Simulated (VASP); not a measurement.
# MgO (wurtzite type) (P6_3mc) in VASP: a series of runs

Runs on MgO (wurtzite type). Level: PBE. Tasks: single point.

Program: VASP 6.6.1. These are calculated values, not measurements. Logs are shortened: lines on timing, memory, paths and dates and some standing lists are left out, and cuts for length are marked.

## 1. The cell of the first run

It takes space group P6_3mc (No. 186, hexagonal). The conventional cell has a = 3.314 Å, b = 3.314 Å, c = 5.123 Å, α = 90.00°, β = 90.00°, γ = 120.00°. Mg (site symmetry 3m) has 4 O at 1.99 to 2.01 Å within 2.6 Å. Within 2.6 Å of O (site symmetry 3m) lie 4 Mg at 1.99 to 2.01 Å.

## 2. Single point, PBE

INCAR reads:

```
SYSTEM = MgO
ALGO = Normal
EDIFF = 1E-7
ENCUT = 520
GGA = PE
ISIF = 2
ISMEAR = -1
LASPH = .True.
LCHARG = .False.
LREAL = .False.
LWAVE = .False.
NBANDS = 16
NELM = 80
PREC = Accurate
SIGMA = 0.08
```

KPOINTS reads:

```
k-points
0
Gamma
  11 11 6
  0 0 0
```

POSCAR reads:

```
MgO
1.0
    3.3142215805      0.0000000000      0.0000000000
   -1.6571107902      2.8702000824      0.0000000000
    0.0000000000      0.0000000000      5.1232447808
Mg O
2 2
Direct
    0.3333333333      0.6666666667     -0.0078731748
    0.6666666667      0.3333333333      0.4921268252
    0.3333333333      0.6666666667      0.3838731748
    0.6666666667      0.3333333333      0.8838731748
```

Potentials or basis: VASP PAW PBE potentials, release 64 (Mg, O).

Run with:

```bash
$ cat potpaw_PBE.64/Mg/POTCAR potpaw_PBE.64/O/POTCAR > POTCAR
$ mpirun -np 1 vasp_std > vasp.out
```

OUTCAR:

```text
SYSTEM = MgO
   EDIFF = 1E-7
   ENCUT = 520
   GGA = PE
   ISIF = 2
   ISMEAR = -1
   LASPH = .True.
   LREAL = .False.
   NELM = 80
   PREC = Accurate

 ion  position               nearest neighbor table
   1  0.333  0.667  0.992-   4 1.99   4 1.99   4 1.99   3 2.01   2 3.20   2 3.20   2 3.20   2 3.20
                             2 3.20   2 3.20
   2  0.667  0.333  0.492-   3 1.99   3 1.99   3 1.99   4 2.01   1 3.20   1 3.20   1 3.20   1 3.20
                             1 3.20   1 3.20
   3  0.333  0.667  0.384-   2 1.99   2 1.99   2 1.99   1 2.01
   4  0.667  0.333  0.884-   1 1.99   1 1.99   1 1.99   2 2.01

  LATTYP: Found a hexagonal cell.
 ALAT       =     3.3142215805
 C/A-ratio  =     1.5458365279

  Lattice vectors:

 A1 = (   3.3142215805,   0.0000000000,   0.0000000000)
 A2 = (  -1.6571107902,   2.8702000824,   0.0000000000)
 A3 = (   0.0000000000,   0.0000000000,   5.1232447808)

Analysis of symmetry for initial positions (statically):
=====================================================================
 Subroutine PRICEL returns:
 Original cell was already a primitive cell.

 Routine SETGRP: Setting up the symmetry group for a
 hexagonal supercell.

 Subroutine GETGRP returns: Found 12 space group operations
 (whereof  6 operations were pure point group operations)
 out of a pool of 24 trial point group operations.

The static configuration has the point symmetry C_3v.
 The point group associated with its full space group is C_6v.

Analysis of symmetry for dynamics (positions and initial velocities):
=====================================================================
 Subroutine PRICEL returns:
 Original cell was already a primitive cell.

 Routine SETGRP: Setting up the symmetry group for a
 hexagonal supercell.

 Subroutine GETGRP returns: Found 12 space group operations
 (whereof  6 operations were pure point group operations)
 out of a pool of 24 trial point group operations.

The dynamic configuration has the point symmetry C_3v.
 The point group associated with its full space group is C_6v.

 Subroutine INISYM returns: Found 12 space group operations
 (whereof  6 operations are pure point group operations),
 and found     1 'primitive' translations

----------------------------------------------------------------------------------------

                                     Primitive cell

  volume of cell :      48.7348

  direct lattice vectors                    reciprocal lattice vectors
     3.314221580  0.000000000  0.000000000     0.301729977  0.174203883  0.000000000
    -1.657110790  2.870200082  0.000000000     0.000000000  0.348407766  0.000000000
     0.000000000  0.000000000  5.123244781     0.000000000  0.000000000  0.195188800

  length of vectors
     3.314221580  3.314221580  5.123244781     0.348407766  0.348407766  0.195188800

  position of ions in fractional coordinates (direct lattice)
     0.333333333  0.666666667  0.992126825
     0.666666667  0.333333333  0.492126825
     0.333333333  0.666666667  0.383873175
     0.666666667  0.333333333  0.883873175

  ion indices of the primitive-cell ions
   primitive index   ion index
                 1           1
                 2           2
                 3           3
                 4           4

----------------------------------------------------------------------------------------

 KPOINTS: k-points

Automatic generation of k-mesh.
 Grid dimensions read from file:
 generate k-points for:   11   11    6

 Generating k-lattice:

  Cartesian coordinates                     Fractional coordinates (reciprocal lattice)
     0.027429998  0.015836717  0.000000000     0.090909091 -0.000000000  0.000000000
     0.000000000  0.031673433  0.000000000     0.000000000  0.090909091  0.000000000
     0.000000000  0.000000000  0.032531467     0.000000000  0.000000000  0.166666667

  Length of vectors
     0.031673433  0.031673433  0.032531467

  Shift w.r.t. Gamma in fractional coordinates (k-lattice)
     0.000000000  0.000000000  0.000000000

 Subroutine IBZKPT returns following result:
 ===========================================

 Found     64 irreducible k-points:

 Following reciprocal coordinates:
            Coordinates               Weight
  0.000000  0.000000  0.000000      1.000000
  0.090909  0.000000  0.000000      6.000000
  0.181818  0.000000  0.000000      6.000000
  0.272727  0.000000  0.000000      6.000000
  0.363636  0.000000  0.000000      6.000000
  0.454545  0.000000  0.000000      6.000000
[... 16 lines left out ...]
  0.090909  0.090909  0.166667     12.000000
  0.181818  0.090909  0.166667     24.000000
 [... further k-points ...]
   k-points           NKPTS =     64   k-points in BZ     NKDIM =     64   number of bands    NBANDS=     16
   number of dos      NEDOS =    301   number of ions     NIONS =      4
   total plane-waves  NPLWV =  31360
   dimension x,y,z NGX =    28 NGY =   28 NGZ =   40
   dimension x,y,z NGXF=    56 NGYF=   56 NGZF=   80
   ions per type =               2   2
   NGX,Y,Z   is equivalent  to a cutoff of  14.05, 14.05, 12.98 a.u.
   NGXF,Y,Z  is equivalent  to a cutoff of  28.09, 28.09, 25.96 a.u.
 SYSTEM =  MgO
   PREC   = accura    normal or accurate (medium, high low for compatibility)
   ISTART =      0    job   : 0-new  1-cont  2-samecut
   ICHARG =      2    charge: 1-file 2-atom 10-const
   ISPIN  =      1    spin polarized calculation?
   LNONCOLLINEAR =      F non collinear calculations
   LSORBIT =      F    spin-orbit coupling
   LASPH  =      T    aspherical Exc in radial PAW
   ENCUT  =  520.0 eV  38.22 Ry    6.18 a.u.   6.16  6.16  9.53*2*pi/ulx,y,z
   NELM   =     80;   NELMIN=  2; NELMDL= -5     # of ELM steps
   EDIFF  = 0.1E-06   stopping-criterion for ELM
   LREAL  =      F    real-space projection
   EDIFFG = 0.1E-05   stopping-criterion for IOM
   NSW    =      0    number of steps for IOM
   IBRION =     -1    ionic relax: 0-MD 1-quasi-New 2-CG
   NFREE  =      0    steps in history (QN), initial steepest desc. (CG)
   ISIF   =      2    stress and relaxation
   ISYM   =      2    0-nonsym 1-usesym 2-fastsym
   POTIM  = 0.5000    time-step for ionic-motion
   TEBEG  =    0.0;   TEEND  =   0.0 temperature during run
   PSTRESS=    0.0 pullay stress
   NELECT =      16.0000    total number of electrons
   NUPDOWN=      -1.0000    fix difference up-down
   EMIN   =  10.00;   EMAX   =-10.00  energy-range for DOS
   EFERMI =   0.00;   METHOD = LEGACY
   ISMEAR =    -1;   SIGMA  =   0.08  broadening in eV -4-tet -1-fermi 0-gaus
   EFERMI_NEDOS =   21; number of points for ismear=-14 and -15
   IALGO  =     38    algorithm
   IMIX   =      4    mixing-type and parameters
     AMIX     =   0.40;   BMIX     =  1.00
     AMIX_MAG =   1.60;   BMIX_MAG =  1.00
  volume/ion in A,a.u.               =      12.18        82.22
  Fermi-wavevector in a.u.,A,eV,Ry     =   1.129367  2.134195 17.353830  1.275471
  Thomas-Fermi vector in A             =   2.266061
   LORBIT       =      0    0 simple, 1 ext, 2 COOP (PROOUT), +10 PAW based schemes
   GGA     = PE    functional components
   LHFCALC =     F    Hartree Fock is set to
   AEXX    =    0.0000 exact exchange contribution
   IVDW    =     0    specifies the selected vdW correction
   LEPSILON=     F    determine dielectric tensor
   LRPA    =     F    only Hartree local field effects (RPA)
 non-spin polarized calculation
  energy-cutoff  :      520.00
  volume of cell :       48.73
 maximum number of plane-waves:      1339
 NGX is ok and might be reduce to    28
   NGX = 13   NGY = 13   NGZ = 19

 number of electron      15.9999997 magnetization

 Free energy of the ion-electron system (eV)
  ---------------------------------------------------
  ext. energy  EPLUGINS =         0.00000000
  ---------------------------------------------------
  free energy    TOTEN  =       -23.53495646 eV

  energy without entropy =      -23.53495646  energy(sigma->0) =      -23.53495646

 E-fermi :   2.6167     XC(G=0):  -9.6052

 val. band max:        0.8815073776   @ k =   0.0000   0.0000   0.0000
 cond. band min:       4.2770513116   @ k =   0.0000   0.0000   0.0000
 fundamental gap:      3.3955439340
 Fermi energy:         2.6167295747

 k-point     1 :       0.0000    0.0000    0.0000
  band No.  band energies     occupation
      1     -15.1902      2.00000
      2     -14.4712      2.00000
      3      -2.2490      2.00000
      4       0.2847      2.00000
      5       0.2847      2.00000
      6       0.5772      2.00000
[... 8 lines left out ...]
     15      17.2661      0.00000
     16      17.2661      0.00000

 k-point     2 :       0.0909    0.0000    0.0000
  band No.  band energies     occupation
      1     -15.1503      2.00000
      2     -14.4563      2.00000
      3      -2.1686      2.00000
      4       0.0802      2.00000
      5       0.2298      2.00000
      6       0.3059      2.00000
[... 8 lines left out ...]
     15      17.2003      0.00000
     16      17.4606      0.00000

 k-point     3 :       0.1818    0.0000    0.0000
  band No.  band energies     occupation
      1     -15.0399      2.00000
      2     -14.4187      2.00000
      3      -1.9372      2.00000
      4      -0.5193      2.00000
      5      -0.1519      2.00000
      6       0.1023      2.00000
[... 8 lines left out ...]
     15      16.1272      0.00000
     16      16.5712      0.00000

 k-point     4 :       0.2727    0.0000    0.0000
  band No.  band energies     occupation
      1     -14.8833      2.00000
      2     -14.3767      2.00000
      3      -1.5882      2.00000
      4      -1.1913      2.00000
      5      -0.6075      2.00000
      6      -0.0418      2.00000
[... 8 lines left out ...]
     15      15.5444      0.00000
     16      16.2339      0.00000
[... 324 lines left out ...]
 k-point    22 :       0.4545    0.0000    0.1667
  band No.  band energies     occupation
      1     -14.5821      2.00000
      2     -14.3737      2.00000
      3      -2.0814      2.00000
      4      -1.4149      2.00000
      5      -0.5836      2.00000
      6      -0.1858      2.00000
[... 8 lines left out ...]
     15      15.0312      0.00000
     16      16.6263      0.00000

 k-point    23 :       0.0909    0.0909    0.1667
  band No.  band energies     occupation
      1     -15.0343      2.00000
      2     -14.4756      2.00000
      3      -1.9137      2.00000
      4      -0.3604      2.00000
      5      -0.1156      2.00000
      6       0.2091      2.00000
[... 8 lines left out ...]
     15      16.1077      0.00000
     16      17.2683      0.00000

 k-point    24 :       0.1818    0.0909    0.1667
  band No.  band energies     occupation
      1     -14.9057      2.00000
      2     -14.4283      2.00000
      3      -1.7089      2.00000
      4      -0.9397      2.00000
      5      -0.4395      2.00000
      6       0.0424      2.00000
[... 8 lines left out ...]
     15      15.4514      0.00000
     16      16.6666      0.00000

 [... further k-points ...]
[... 5 lines left out ...]
  --------------------------------------------------------------------------------------
  -------------------------------------------------------------------------------------
  Total       -0.1221395     -0.1221395     -0.1248173     -0.0000000     -0.0000000      0.0000000
  in kB       -4.0153929     -4.0153929     -4.1034240     -0.0000000     -0.0000000      0.0000000
  external PRESSURE =      -4.0447366 kB  Pullay stress =       0.0000000 kB

 VOLUME and BASIS-vectors are now :
 -----------------------------------------------------------------------------
  energy-cutoff  :      520.00
  volume of cell :       48.73
      direct lattice vectors                 reciprocal lattice vectors
     3.314221580  0.000000000  0.000000000     0.301729977  0.174203883  0.000000000
    -1.657110790  2.870200082  0.000000000     0.000000000  0.348407766  0.000000000
     0.000000000  0.000000000  5.123244781     0.000000000  0.000000000  0.195188800

 POSITION                                       TOTAL-FORCE (eV/Angst)
 -----------------------------------------------------------------------------------
     -0.00000      1.91347      5.08291        -0.000000      0.000000      0.000161
      1.65711      0.95673      2.52129        -0.000000      0.000000      0.000161
     -0.00000      1.91347      1.96668        -0.000000      0.000000     -0.000161
      1.65711      0.95673      4.52830         0.000000      0.000000     -0.000161
 -----------------------------------------------------------------------------------
    total drift:                               -0.000000     -0.000000     -0.001409

  FREE ENERGIE OF THE ION-ELECTRON SYSTEM (eV)
  ---------------------------------------------------
  free  energy   TOTEN  =       -23.5349564584 eV

  energy  without entropy=      -23.5349564583  energy(sigma->0) =      -23.53495646
```

Wall time 25 s (1 thread of Intel Xeon 6975P-C (Granite Rapids), shared host); peak memory 0.2 GiB.

Results:

```
Free energy            : -23.5350 eV
Pressure               : -0.4 GPa
Band gap on the k mesh : 3.40 eV, direct
```

A k mesh can miss the band edges. A hybrid or GW would open this gap; PBE tends to underestimate it.

[end of part 1 of 2]
